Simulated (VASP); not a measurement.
Input of a VASP 6.6.1 run:

Contents of INCAR:

```
SYSTEM = Al
  ALGO = Fast
  EDIFF = 1E-6
  ENCUT = 520
  GGA = PE
  ISIF = 2
  ISMEAR = 0
  LASPH = .TRUE.
  LCHARG = .FALSE.
  LREAL = .FALSE.
  LWAVE = .FALSE.
  NBANDS = 18
  NELM = 100
  PREC = Accurate
  SIGMA = 0.15
```

KPOINTS

```
k-points
0
G
  19 19 4
  0 0 0
```

File POSCAR:

```
Al
1.0
    2.0239800000     -2.0239800000      0.0000000000
    2.0239800000      0.0000000000     -2.0239800000
    8.2402575673      8.2402575673      8.2402575673
Al
6
Direct
    0.6666666667      0.6666666667      0.0818572796
    0.0000000000      0.0000000000      0.9005938234
    0.3333333333      0.3333333333      0.2456045884
    0.6666666667      0.6666666667      0.5730992059
    0.0000000000      0.0000000000      0.4093518971
    0.3333333333      0.3333333333      0.7368465146
```

Potentials or basis: VASP PAW PBE potentials, release 64 (Al).

The run is started by

```sh
$ cat potpaw_PBE.64/Al/POTCAR > POTCAR
$ mpirun -np 1 vasp_std > vasp.out
```

Estimate the band gap on the k mesh.

zero (bands 9 and 10 overlap by 5.28 eV).

Predict the largest force.

0.405 eV/Å.

Stress tensor (GPa, compression positive):
```
-1.40 -0.20 -0.20
-0.20 -1.40 -0.20
-0.20 -0.20 -1.40
```

Caveat: the cell differs from its parent crystal (the distance across one plane changed).
